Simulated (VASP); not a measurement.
# Li (P6_3/mmc) in VASP: further runs

Runs on Li. Level: LDA. Tasks: single point.

Everything below comes from runs of VASP 6.6.1. Logs are shortened: lines on timing, memory, paths and dates and some standing lists are left out, and cuts for length are marked.

**1. The cell of the first run**

Symmetry: P6_3/mmc, No. 194, hexagonal system. The conventional cell has a = 2.633 Å, b = 2.633 Å, c = 4.294 Å, α = 90.00°, β = 90.00°, γ = 120.00°. Li (site symmetry -6m2) has 12 Li at 2.63 Å within 3.5 Å.

**2. Single point, LDA (volume scaled by 0.68)**

INCAR

```
SYSTEM = Li
PREC     = Accurate       ! precision mode
ENCUT    = 520            ! plane-wave cutoff, eV
EDIFF    = 1E-6           ! SCF threshold, eV
ISMEAR   = -1             ! smearing method
SIGMA    = 0.05           ! smearing width, eV
LREAL    = .False.        ! projectors in reciprocal space
LASPH    = .True.         ! aspherical terms in the spheres
NELM     = 80             ! most SCF steps
ALGO     = Normal         ! electronic algorithm
ISIF     = 2              ! what is computed and relaxed
LWAVE    = .False.        ! write WAVECAR
LCHARG   = .False.        ! write CHGCAR
NBANDS   = 10             ! bands
```

KPOINTS

```
regular mesh
0
Gamma
  14 14 8
  0 0 0
```

POSCAR

```
Li
1.0
    2.6334096668      0.0000000000      0.0000000000
   -1.3167048334      2.2805996700      0.0000000000
    0.0000000000      0.0000000000      4.2943725382
Li
2
Direct
    0.3333333333      0.6666666667      0.2500000000
    0.6666666667      0.3333333333      0.7500000000
```

Potentials or basis: VASP PAW LDA potentials, release 64 (Li_sv).

Run with:

```
$ cat potpaw_LDA.64/Li_sv/POTCAR > POTCAR
$ mpirun -np 1 vasp_std > vasp.out
```

OUTCAR:

```text
SYSTEM = Li
   PREC = Accurate
   ENCUT = 520
   EDIFF = 1E-6
   ISMEAR = -1
   LREAL = .False.
   LASPH = .True.
   NELM = 80
   ISIF = 2

 ion  position               nearest neighbor table
   1  0.333  0.667  0.250-
   2  0.667  0.333  0.750-

  LATTYP: Found a hexagonal cell.
 ALAT       =     2.6334096668
 C/A-ratio  =     1.6307271111

  Lattice vectors:

 A1 = (   2.6334096668,   0.0000000000,   0.0000000000)
 A2 = (  -1.3167048334,   2.2805996700,   0.0000000000)
 A3 = (   0.0000000000,   0.0000000000,   4.2943725382)

Analysis of symmetry for initial positions (statically):
=====================================================================
 Subroutine PRICEL returns:
 Original cell was already a primitive cell.

 Routine SETGRP: Setting up the symmetry group for a
 hexagonal supercell.

 Subroutine GETGRP returns: Found 24 space group operations
 (whereof 12 operations were pure point group operations)
 out of a pool of 24 trial point group operations.

The static configuration has the point symmetry D_3d.
 The point group associated with its full space group is D_6h.

Analysis of symmetry for dynamics (positions and initial velocities):
=====================================================================
 Subroutine PRICEL returns:
 Original cell was already a primitive cell.

 Routine SETGRP: Setting up the symmetry group for a
 hexagonal supercell.

 Subroutine GETGRP returns: Found 24 space group operations
 (whereof 12 operations were pure point group operations)
 out of a pool of 24 trial point group operations.

The dynamic configuration has the point symmetry D_3d.
 The point group associated with its full space group is D_6h.

 Subroutine INISYM returns: Found 24 space group operations
 (whereof 12 operations are pure point group operations),
 and found     1 'primitive' translations

----------------------------------------------------------------------------------------

                                     Primitive cell

  volume of cell :      25.7909

  direct lattice vectors                    reciprocal lattice vectors
     2.633409667  0.000000000  0.000000000     0.379735828  0.219240582  0.000000000
    -1.316704833  2.280599670  0.000000000     0.000000000  0.438481165  0.000000000
     0.000000000  0.000000000  4.294372538     0.000000000  0.000000000  0.232862890

  length of vectors
     2.633409667  2.633409667  4.294372538     0.438481165  0.438481165  0.232862890

  position of ions in fractional coordinates (direct lattice)
     0.333333333  0.666666667  0.250000000
     0.666666667  0.333333333  0.750000000

  ion indices of the primitive-cell ions
   primitive index   ion index
                 1           1
                 2           2

----------------------------------------------------------------------------------------

 KPOINTS: regular mesh

Automatic generation of k-mesh.
 Grid dimensions read from file:
 generate k-points for:   14   14    8

 Generating k-lattice:

  Cartesian coordinates                     Fractional coordinates (reciprocal lattice)
     0.027123988  0.015660042  0.000000000     0.071428571  0.000000000  0.000000000
     0.000000000  0.031320083  0.000000000     0.000000000  0.071428571  0.000000000
     0.000000000  0.000000000  0.029107861     0.000000000  0.000000000  0.125000000

  Length of vectors
     0.031320083  0.031320083  0.029107861

  Shift w.r.t. Gamma in fractional coordinates (k-lattice)
     0.000000000  0.000000000  0.000000000

 Subroutine IBZKPT returns following result:
 ===========================================

 Found    120 irreducible k-points:

 Following reciprocal coordinates:
            Coordinates               Weight
  0.000000  0.000000  0.000000      1.000000
  0.071429 -0.000000  0.000000      6.000000
  0.142857 -0.000000  0.000000      6.000000
  0.214286 -0.000000  0.000000      6.000000
  0.285714  0.000000  0.000000      6.000000
  0.357143  0.000000  0.000000      6.000000
[... 16 lines left out ...]
  0.285714  0.285714  0.000000      6.000000
  0.357143  0.285714  0.000000      6.000000
 [... further k-points ...]
   k-points           NKPTS =    120   k-points in BZ     NKDIM =    120   number of bands    NBANDS=     10
   number of dos      NEDOS =    301   number of ions     NIONS =      2
   total plane-waves  NPLWV =  12800
   dimension x,y,z NGX =    20 NGY =   20 NGZ =   32
   dimension x,y,z NGXF=    40 NGYF=   40 NGZF=   64
   ions per type =               2
   NGX,Y,Z   is equivalent  to a cutoff of  12.63, 12.63, 12.39 a.u.
   NGXF,Y,Z  is equivalent  to a cutoff of  25.25, 25.25, 24.78 a.u.
 SYSTEM =  Li
   PREC   = accura    normal or accurate (medium, high low for compatibility)
   ISTART =      0    job   : 0-new  1-cont  2-samecut
   ICHARG =      2    charge: 1-file 2-atom 10-const
   ISPIN  =      1    spin polarized calculation?
   LNONCOLLINEAR =      F non collinear calculations
   LSORBIT =      F    spin-orbit coupling
   LASPH  =      T    aspherical Exc in radial PAW
   ENCUT  =  520.0 eV  38.22 Ry    6.18 a.u.   4.90  4.90  7.98*2*pi/ulx,y,z
   NELM   =     80;   NELMIN=  2; NELMDL= -5     # of ELM steps
   EDIFF  = 0.1E-05   stopping-criterion for ELM
   LREAL  =      F    real-space projection
   EDIFFG = 0.1E-04   stopping-criterion for IOM
   NSW    =      0    number of steps for IOM
   IBRION =     -1    ionic relax: 0-MD 1-quasi-New 2-CG
   NFREE  =      0    steps in history (QN), initial steepest desc. (CG)
   ISIF   =      2    stress and relaxation
   ISYM   =      2    0-nonsym 1-usesym 2-fastsym
   POTIM  = 0.5000    time-step for ionic-motion
   TEBEG  =    0.0;   TEEND  =   0.0 temperature during run
   PSTRESS=    0.0 pullay stress
   NELECT =       6.0000    total number of electrons
   NUPDOWN=      -1.0000    fix difference up-down
   EMIN   =  10.00;   EMAX   =-10.00  energy-range for DOS
   EFERMI =   0.00;   METHOD = LEGACY
   ISMEAR =    -1;   SIGMA  =   0.05  broadening in eV -4-tet -1-fermi 0-gaus
   EFERMI_NEDOS =   21; number of points for ismear=-14 and -15
   IALGO  =     38    algorithm
   IMIX   =      4    mixing-type and parameters
     AMIX     =   0.40;   BMIX     =  1.00
     AMIX_MAG =   1.60;   BMIX_MAG =  1.00
  volume/ion in A,a.u.               =      12.90        87.02
  Fermi-wavevector in a.u.,A,eV,Ry     =   1.006861  1.902691 13.793165  1.013769
  Thomas-Fermi vector in A             =   2.139630
   LORBIT       =      0    0 simple, 1 ext, 2 COOP (PROOUT), +10 PAW based schemes
   GGA     = CA    functional components
   LHFCALC =     F    Hartree Fock is set to
   AEXX    =    0.0000 exact exchange contribution
   IVDW    =     0    specifies the selected vdW correction
   LEPSILON=     F    determine dielectric tensor
   LRPA    =     F    only Hartree local field effects (RPA)
 non-spin polarized calculation
  energy-cutoff  :      520.00
  volume of cell :       25.79
 maximum number of plane-waves:       712
 NGX is ok and might be reduce to    20
   NGX =  9   NGY =  9   NGZ = 15

 number of electron       5.9999991 magnetization

 Free energy of the ion-electron system (eV)
  ---------------------------------------------------
  ext. energy  EPLUGINS =         0.00000000
  ---------------------------------------------------
  free energy    TOTEN  =        -3.77910604 eV

  energy without entropy =       -3.77245657  energy(sigma->0) =       -3.77578130

 E-fermi :   2.1252     XC(G=0):  -8.3911

 val. band max:        2.0829795308   @ k =   0.4286   0.0714   0.2500
 cond. band min:       2.1286200010   @ k =   0.2857   0.0714   0.3750
 fundamental gap:      0.0456404702
 Fermi energy:         2.1251658491

 k-point     1 :       0.0000    0.0000    0.0000
  band No.  band energies     occupation
      1     -42.8440      2.00000
      2     -42.7366      2.00000
      3      -1.7617      2.00000
      4       1.8786      1.98567
      5       7.0139      0.00000
      6      18.9012      0.00000
      7      18.9013      0.00000
      8      20.7775      0.00000
      9      20.7775      0.00000
     10      21.7575      0.00000

 k-point     2 :       0.0714   -0.0000    0.0000
  band No.  band energies     occupation
      1     -42.8393      2.00000
      2     -42.7344      2.00000
      3      -1.6752      2.00000
      4       2.0235      1.76832
      5       6.9962      0.00000
      6      17.7683      0.00000
      7      18.0453      0.00000
      8      20.8531      0.00000
      9      21.3467      0.00000
     10      21.6294      0.00000

 k-point     3 :       0.1429   -0.0000    0.0000
  band No.  band energies     occupation
      1     -42.8259      2.00000
      2     -42.7284      2.00000
      3      -1.4145      2.00000
      4       2.4581      0.00256
      5       6.9340      0.00000
      6      15.5744      0.00000
      7      16.7392      0.00000
      8      20.8867      0.00000
      9      21.0021      0.00000
     10      21.5355      0.00000

 k-point     4 :       0.2143   -0.0000    0.0000
  band No.  band energies     occupation
      1     -42.8063      2.00000
      2     -42.7203      2.00000
      3      -0.9767      2.00000
      4       3.1809      0.00000
      5       6.7796      0.00000
      6      13.4198      0.00000
      7      15.5629      0.00000
      8      18.8651      0.00000
      9      19.0929      0.00000
     10      20.9339      0.00000
[... 222 lines left out ...]
 k-point    22 :       0.3571    0.2143    0.0000
  band No.  band energies     occupation
      1     -42.7261      2.00000
      2     -42.7049      2.00000
      3       2.5452      0.00045
      4       4.7305      0.00000
      5       7.4138      0.00000
      6       8.7490      0.00000
      7      10.7244      0.00000
      8      11.1242      0.00000
      9      15.5419      0.00000
     10      17.4575      0.00000

 k-point    23 :       0.2857    0.2857    0.0000
  band No.  band energies     occupation
      1     -42.7242      2.00000
      2     -42.7053      2.00000
      3       2.6005      0.00015
      4       5.8234      0.00000
      5       5.9492      0.00000
      6       8.6741      0.00000
      7      10.6641      0.00000
      8      12.1151      0.00000
      9      14.2053      0.00000
     10      17.9066      0.00000

 k-point    24 :       0.3571    0.2857    0.0000
  band No.  band energies     occupation
      1     -42.7167      2.00000
      2     -42.7084      2.00000
      3       3.3715      0.00000
      4       4.9077      0.00000
      5       5.8742      0.00000
      6       9.9864      0.00000
      7      10.4623      0.00000
      8      10.9184      0.00000
      9      13.6656      0.00000
     10      17.7895      0.00000

 [... further k-points ...]

------------------------ aborting loop because EDIFF is reached ----------------------------------------

  FORCE on cell =-STRESS in cart. coord.  units (eV):
  Direction    XX          YY          ZZ          XY          YZ          ZX
  --------------------------------------------------------------------------------------
  -------------------------------------------------------------------------------------
  Total        1.7542543      1.7542543      1.7774955      0.0000000     -0.0000000      0.0000000
  in kB      108.9772752    108.9772752    110.4210549      0.0000000     -0.0000000      0.0000000
  external PRESSURE =     109.4585351 kB  Pullay stress =       0.0000000 kB

 VOLUME and BASIS-vectors are now :
 -----------------------------------------------------------------------------
  energy-cutoff  :      520.00
  volume of cell :       25.79
      direct lattice vectors                 reciprocal lattice vectors
     2.633409667  0.000000000  0.000000000     0.379735828  0.219240582  0.000000000
    -1.316704833  2.280599670  0.000000000     0.000000000  0.438481165  0.000000000
     0.000000000  0.000000000  4.294372538     0.000000000  0.000000000  0.232862890

 POSITION                                       TOTAL-FORCE (eV/Angst)
 -----------------------------------------------------------------------------------
     -0.00000      1.52040      1.07359        -0.000000      0.000000      0.000000
      1.31670      0.76020      3.22078         0.000000     -0.000000      0.000000
 -----------------------------------------------------------------------------------
    total drift:                               -0.000000      0.000000      0.000000

  FREE ENERGIE OF THE ION-ELECTRON SYSTEM (eV)
  ---------------------------------------------------
  free  energy   TOTEN  =        -3.7791060352 eV

  energy  without entropy=       -3.7724565694  energy(sigma->0) =       -3.77578130
```

Run time: 13 s. Hardware: 1 thread of Intel Xeon 6975P-C, shared host; peak memory 0.13 GiB.

What came out:

```
Free energy            : -3.7791 eV
Band gap on the k mesh : zero (band 3 reaches 4.49 eV, above the bottom of band 4 at -0.56 eV)
```

Caveat: the cutoff is under 1.25 times the usual one of these potentials, so pressure, stress and relaxed cells hold a basis-set (Pulay) error.

**3. Single point, LDA (volume scaled by 0.84)**

INCAR

```
SYSTEM = Li
ALGO = Normal
EDIFF = 1E-6
ENCUT = 520
GGA = CA
ISIF = 2
ISMEAR = -1
LASPH = .True.
LCHARG = .False.
LREAL = .False.
LWAVE = .False.
NBANDS = 10
NELM = 100
PREC = Accurate
SIGMA = 0.05
```

KPOINTS

```
k-points
0
Gamma
  14 14 8
  0 0 0
```

POSCAR

```
Li
1.0
    2.8255861289      0.0000000000      0.0000000000
   -1.4127930645      2.4470293682      0.0000000000
    0.0000000000      0.0000000000      4.6077599051
Li
2
Direct
    0.3333333333      0.6666666667      0.2500000000
    0.6666666667      0.3333333333      0.7500000000
```

Potentials or basis: VASP PAW LDA potentials, release 64 (Li_sv).

Run with:

```
$ cat potpaw_LDA.64/Li_sv/POTCAR > POTCAR
$ mpirun -np 1 vasp_std > vasp.out
```

Run time: 16 s. Hardware: 1 thread of Intel Xeon 6975P-C, shared host; peak memory 0.15 GiB.

It converged, with:

```yaml
Free_energy: -4.0384 eV
Band_gap_on_the_k_mesh: zero (band 3 reaches 3.46 eV, above the bottom of band 4 at -1.24 eV)
```

Levels at points of the mesh, in eV from the Fermi level:
```csv
k point,band 1,band 2,band 3,band 4,band 5,band 6
"(0.00, 0.00, 0.00)",-45.23,-45.18,-3.74,-0.12,3.90,14.50
"(0.50, 0.00, 0.00)",-45.18,-45.16,-0.15,1.37,5.39,6.75
"(0.00, 0.00, 0.50)",-45.20,-45.20,-2.57,-2.57,9.45,9.45
"(0.50, 0.00, 0.50)",-45.17,-45.17,0.70,0.70,4.42,4.42
```

Caveat: the cutoff is under 1.25 times the usual one of these potentials, so pressure, stress and relaxed cells hold a basis-set (Pulay) error.

**4. Single point, LDA (volume scaled by 0.92)**

INCAR

```
SYSTEM = Li
ALGO = Normal ; EDIFF = 1E-6
ENCUT = 520 ; ISIF = 2
ISMEAR = -1 ; LASPH = .True.
LCHARG = .True. ; LELF = .True.
LREAL = .False. ; LVHAR = .True.
LWAVE = .False. ; NBANDS = 10
NELM = 60 ; PREC = Accurate
SIGMA = 0.05
```

KPOINTS is that of step 3.

POSCAR

```
Li
1.0
    2.9125813458      0.0000000000      0.0000000000
   -1.4562906729      2.5223694361      0.0000000000
    0.0000000000      0.0000000000      4.7496253639
Li
2
Direct
    0.3333333333      0.6666666667      0.2500000000
    0.6666666667      0.3333333333      0.7500000000
```

Run with:

```
$ cat potpaw_LDA.64/Li_sv/POTCAR > POTCAR
$ mpirun -np 1 vasp_std > vasp.out
```

Run time: 20 s. Hardware: 1 thread of Intel Xeon 6975P-C, shared host; peak memory 0.15 GiB.

Results (log left out):

| Property | Result |
| --- | --- |
| Free energy | -4.0847 eV |
| Band gap on the k mesh | zero (band 3 reaches 3.07 eV, above the bottom of band 4 at -1.47 eV) |

Levels at points of the mesh, in eV from the Fermi level:
```csv
k point,band 1,band 2,band 3,band 4,band 5,band 6
"(0.00, 0.00, 0.00)",-45.37,-45.33,-3.65,-0.07,3.53,13.61
"(0.50, 0.00, 0.00)",-45.33,-45.32,-0.12,1.24,5.10,6.40
"(0.00, 0.00, 0.50)",-45.35,-45.35,-2.50,-2.50,8.87,8.87
"(0.50, 0.00, 0.50)",-45.33,-45.33,0.69,0.69,4.07,4.07
```

Caveat: the cutoff is under 1.25 times the usual one of these potentials, so pressure, stress and relaxed cells hold a basis-set (Pulay) error.

[end of part 1 of 2]
